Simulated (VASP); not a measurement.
# Co in VASP: a series of runs, part 2 of 2

VASP 6.6.1.

### 3 Single point, PBE

Input file INCAR:

```
PREC = Accurate
ENCUT = 520
EDIFF = 1E-6
ISMEAR = 0
SIGMA = 0.1
LREAL = F
LASPH = T
NELM = 80
ALGO = Normal
ISIF = 2
LWAVE = F
LCHARG = F
GGA = PE
NBANDS = 20
```

Input file KPOINTS:

```
Automatic mesh
0
Gamma
  6 6 6
```

Input file POSCAR:

```
Co
1.0
    3.9003844285      0.0000000000      0.0000000000
   -1.9501922142      3.3778319996      0.0000000000
    0.0000000000      0.0000000000      2.4028136001
Co
3
Direct
    0.3333334139      0.0000000000      0.1666666667
    0.0000000000      0.3333334139      0.8333333333
    0.6666665861      0.6666665861      0.5000000000
```

Potentials or basis: VASP PAW PBE potentials, release 64 (Co).

Run with:

```sh
> cat potpaw_PBE.64/Co/POTCAR > POTCAR
> mpirun -np 1 vasp_std > vasp.out
```

OUTCAR:

```text
PREC = Accurate
   ENCUT = 520
   EDIFF = 1E-6
   ISMEAR = 0
   LREAL = F
   LASPH = T
   NELM = 80
   ISIF = 2
   GGA = PE

 ion  position               nearest neighbor table
   1  0.333  0.000  0.167-   3 2.39   3 2.39   2 2.39   2 2.39   3 2.39   2 2.39   2 2.76   2 2.76
                             3 2.76   3 2.76   2 2.76   3 2.76
   2  0.000  0.333  0.833-   3 2.39   3 2.39   1 2.39   1 2.39   3 2.39   1 2.39   1 2.76   1 2.76
                             3 2.76   3 2.76   1 2.76   3 2.76
   3  0.667  0.667  0.500-   1 2.39   2 2.39   1 2.39   2 2.39   2 2.39   1 2.39   1 2.76   2 2.76
                             1 2.76   2 2.76   2 2.76   1 2.76

  LATTYP: Found a hexagonal cell.
 ALAT       =     3.9003844285
 C/A-ratio  =     0.6160453269

  Lattice vectors:

 A1 = (   3.9003844285,   0.0000000000,   0.0000000000)
 A2 = (  -1.9501922142,   3.3778319996,   0.0000000000)
 A3 = (   0.0000000000,   0.0000000000,   2.4028136001)

Analysis of symmetry for initial positions (statically):
=====================================================================
 Subroutine PRICEL returns following result:

  LATTYP: Found a trigonal (rhomboedric) cell.
 ALAT       =     2.3900844088
[... 185 lines left out ...]
  ext. energy  EPLUGINS =         0.00000000
  ---------------------------------------------------
  free energy    TOTEN  =       -19.77203922 eV

  energy without entropy =      -19.70272500  energy(sigma->0) =      -19.73738211

 E-fermi :  10.4946     XC(G=0): -13.5770

 val. band max:       10.4794100445   @ k =   0.1667   0.0000   0.5000
 cond. band min:      10.4952723762   @ k =   0.1667   0.1667   0.3333
 fundamental gap:      0.0158623317
 Fermi energy:        10.4946414620

 k-point     1 :       0.0000    0.0000    0.0000
  band No.  band energies     occupation
      1       1.5816      2.00000
      2       7.2203      2.00000
      3       7.2203      2.00000
      4       7.7852      2.00000
      5       7.7852      2.00000
      6       7.7852      2.00000
[... 541 lines left out ...]
     19      18.7980      0.00000
     20      21.7328      0.00000

 [... further k-points ...]
[... 5 lines left out ...]
  --------------------------------------------------------------------------------------
  -------------------------------------------------------------------------------------
  Total       -0.0788234     -0.0788234     -0.1692265     -0.0000000      0.0000000     -0.0000000
  in kB       -3.9893338     -3.9893338     -8.5647239     -0.0000000      0.0000000     -0.0000000
  external PRESSURE =      -5.5144638 kB  Pullay stress =       0.0000000 kB

 VOLUME and BASIS-vectors are now :
 -----------------------------------------------------------------------------
  energy-cutoff  :      520.00
  volume of cell :       31.66
      direct lattice vectors                 reciprocal lattice vectors
     3.900384428  0.000000000  0.000000000     0.256384984  0.148023940  0.000000000
    -1.950192214  3.377832000  0.000000000     0.000000000  0.296047879  0.000000000
     0.000000000  0.000000000  2.402813600     0.000000000  0.000000000  0.416178766

 POSITION                                       TOTAL-FORCE (eV/Angst)
 -----------------------------------------------------------------------------------
      1.30013      0.00000      0.40047        -0.000000      0.000000      0.000000
     -0.65006      1.12594      2.00234         0.000000     -0.000000      0.000000
      1.30013      2.25189      1.20141        -0.000000     -0.000000     -0.000000
 -----------------------------------------------------------------------------------
    total drift:                                0.000060     -0.000066      0.000007

  FREE ENERGIE OF THE ION-ELECTRON SYSTEM (eV)
  ---------------------------------------------------
  free  energy   TOTEN  =       -19.7720392168 eV

  energy  without entropy=      -19.7027249968  energy(sigma->0) =      -19.73738211
```

OSZICAR:

```text
N       E                     dE             d eps       ncg     rms          rms(c)
DAV:   1     0.159692403949E+03    0.15969E+03   -0.12109E+04  1368   0.182E+03
DAV:   2    -0.166298310001E+02   -0.17632E+03   -0.16910E+03  1360   0.321E+02
DAV:   3    -0.231771592061E+02   -0.65473E+01   -0.61531E+01  1412   0.872E+01
DAV:   4    -0.232637498393E+02   -0.86591E-01   -0.86526E-01  1756   0.914E+00
DAV:   5    -0.232663616300E+02   -0.26118E-02   -0.26117E-02  1796   0.137E+00    0.176E+01
DAV:   6    -0.203292330491E+02    0.29371E+01   -0.23498E+01  1416   0.792E+01    0.591E+00
DAV:   7    -0.198252036873E+02    0.50403E+00   -0.28935E+00  1480   0.273E+01    0.249E+00
DAV:   8    -0.197784001564E+02    0.46804E-01   -0.34108E-02  1840   0.238E+00    0.751E-01
DAV:   9    -0.197720961246E+02    0.63040E-02   -0.24288E-03  1868   0.457E-01    0.647E-02
DAV:  10    -0.197720389711E+02    0.57153E-04   -0.21725E-04  1516   0.144E-01    0.602E-02
DAV:  11    -0.197720392168E+02   -0.24568E-06   -0.53403E-06  1516   0.194E-02
   1 F= -.19772039E+02 E0= -.19737382E+02  d E =-.693142E-01
```

stdout:

```text
POSCAR found type information on POSCAR Co
 POSCAR found :  1 types and       3 ions
 scaLAPACK will be used
 LDA part: xc-table for (Slater+PW92), standard interpolation
 POSCAR, INCAR and KPOINTS ok, starting setup
 FFT: planning ... GRIDC
 FFT: planning ... GRID_SOFT
 FFT: planning ... GRID
 WAVECAR not read
 entering main loop
```

Wall time 28 s (1 thread of Intel Xeon 8259CL, shared host); peak memory 0.15 GiB.

Results:

* Free energy: -19.7720 eV
* Pressure: -0.6 GPa
* Band gap on the k mesh: zero (an odd number of electrons rules out a gap without spin polarisation)

Caveat: the k points lie up to 0.44 Å⁻¹ apart, too coarse for converged energies and pressures of a metal; the run has no spin polarisation, though such a crystal can be magnetic. Spin polarisation is off, so any magnetic state and its effect on volume and gap are missing.

### 4 Single point, PBE

This run uses another cell than the first one: it holds 1 atom, not 3.

Input file INCAR:

```
SYSTEM = Co
ALGO     = Normal         ! electronic algorithm
EDIFF    = 1E-6           ! SCF threshold, eV
ENCUT    = 520            ! plane-wave cutoff, eV
GGA      = PE             ! functional
ISIF     = 2              ! what is computed and relaxed
ISMEAR   = 0              ! smearing method
LASPH    = .True.         ! aspherical terms in the spheres
LCHARG   = .False.        ! write CHGCAR
LREAL    = .False.        ! projectors in reciprocal space
LWAVE    = .False.        ! write WAVECAR
NBANDS   = 10             ! bands
NELM     = 80             ! most SCF steps
PREC     = Accurate       ! precision mode
SIGMA    = 0.1            ! smearing width, eV
```

Input file KPOINTS:

```
k-points
0
Gamma
  28 28 28
  0 0 0
```

Input file POSCAR:

```
Co
1.0
   -1.3811176729      1.3811176729      1.3811176729
    1.3811176729     -1.3811176729      1.3811176729
    1.3811176729      1.3811176729     -1.3811176729
Co
1
Direct
    0.0000000000      0.0000000000      0.0000000000
```

Run with:

```sh
> cat potpaw_PBE.64/Co/POTCAR > POTCAR
> mpirun -np 1 vasp_std > vasp.out
```

Run time: 63 s. Hardware: 1 thread of Intel Xeon 8259CL, shared host; peak memory 0.18 GiB.

The run converged. Its results:

* Free energy: -6.6084 eV
* Pressure: -0.7 GPa
* Band gap on the k mesh: zero (an odd number of electrons rules out a gap without spin polarisation)

Levels at points of the mesh, in eV from the Fermi level:
```
           k point  band 1  band 2  band 3  band 4  band 5  band 6  band 7  band 8  band 9
(0.00, 0.00, 0.00)   -8.90   -1.81   -1.81   -1.81   -0.26   -0.26   26.11   26.11   26.11
(0.50, 0.00, 0.00)   -4.62   -2.94   -0.30   -0.05    0.43    0.92    7.77   19.21   21.13
(0.50, 0.50, 0.50)   -4.28   -4.28    0.64    0.64    0.64   10.33   10.33   10.33   16.50
```

Caveat: the run has no spin polarisation, though such a crystal can be magnetic.

### 5 Relaxation of cell and atoms, PBE

This run uses another cell than the first one: it holds 1 atom, not 3.

Input file INCAR:

```
PREC = Accurate
ENCUT = 600
EDIFF = 1E-7
ISMEAR = 0
SIGMA = 0.1
LREAL = F
LASPH = T
NELM = 100
ALGO = Fast
ISIF = 3
LWAVE = F
LCHARG = F
GGA = PE
IBRION = 2
NSW = 100
EDIFFG = -0.01
```

Input file KPOINTS:

```
Automatic mesh
0
Gamma
  28 28 28
```

Input file POSCAR:

```
Co
1.0
   -1.3817566201      1.3817566201      1.3817566201
    1.3817566201     -1.3817566201      1.3817566201
    1.3817566201      1.3817566201     -1.3817566201
Co
1
Direct
    0.0000000000      0.0000000000      0.0000000000
```

Run with:

```sh
> cat potpaw_PBE.64/Co/POTCAR > POTCAR
> mpirun -np 1 vasp_std > vasp.out
```

Run time: 2.7 min. Hardware: 1 thread of Intel Xeon 8259CL, shared host; peak memory 0.2 GiB.

The run converged. Its results:

* Free energy: -6.6082 eV
* Relaxed volume: 10.50 Å³/atom
* Relaxed cell: a = 2.389 Å, b = 2.389 Å, c = 2.389 Å, α = 109.47°, β = 109.47°, γ = 109.47°
* Space group after relaxing (to 0.1 Å): Im-3m (No. 229)
* Energy gained by relaxing: 0.2 meV/atom
* Ionic steps: 3
* Pressure after relaxing: 0.0 GPa
* Band gap on the k mesh: zero (an odd number of electrons rules out a gap without spin polarisation)

Step by step:
```csv
step,energy change (eV),largest force (eV/Å),pressure (GPa),volume (Å³)
1,0.0000,0.0000,-1.14,10.55
2,0.0000,0.0000,1.43,10.44
3,-0.0002,0.0000,-0.05,10.50
```

Final structure:
```
Co
1.0
    -1.37931    1.37931    1.37931
     1.37931   -1.37931    1.37931
     1.37931    1.37931   -1.37931
Co
1
Direct
  0.00000 0.00000 0.00000
```

Levels at points of the mesh, in eV from the Fermi level:
```tsv
k point	band 1	band 2	band 3	band 4	band 5	band 6	band 7	band 8
(0.00, 0.00, 0.00)	-8.93	-1.82	-1.82	-1.82	-0.26	-0.26	26.15	26.15
(0.50, 0.00, 0.00)	-4.64	-2.95	-0.30	-0.05	0.43	0.92	7.81	19.25
(0.50, 0.50, 0.50)	-4.30	-4.30	0.65	0.65	0.65	10.36	10.36	10.36
```

Caveat: the run has no spin polarisation, though such a crystal can be magnetic. Spin polarisation is off, so any magnetic state and its effect on volume and gap are missing.

### 6 The runs side by side

| task | spin | cell | k mesh | cutoff (eV) | gap on the mesh (eV) | pressure (GPa) |
| --- | --- | --- | --- | --- | --- | --- |
| single point | collinear, ferromagnetic start | a = 3.903, b = 3.903, c = 2.401 Å, angles 90.0, 90.0, 120.0°, 3 atoms, atomic positions A | 6 × 6 × 6 | 520 | none | 10.4 |
| single point | off | a = 3.900, b = 3.900, c = 2.403 Å, angles 90.0, 90.0, 120.0°, 3 atoms, atomic positions B | 6 × 6 × 6 | 520 | none | -0.6 |
| single point | off | a = 2.392 Å, angles 109.5°, 1 atom, atomic positions C | 28 × 28 × 28 | 520 | none | -0.7 |
| relaxation of cell and atoms | off | relaxed from a = 2.393 Å, angles 109.5°, 1 atom, atomic positions C | 28 × 28 × 28 | 600 | none | 0.0 |

Alike in all rows: level PBE; potentials or basis VASP PAW PBE potentials, release 64 (Co); smearing gaussian 0.1 eV.

Caveats: some runs use coarse meshes.

Absolute energies hang on the potentials; compare differences alone.
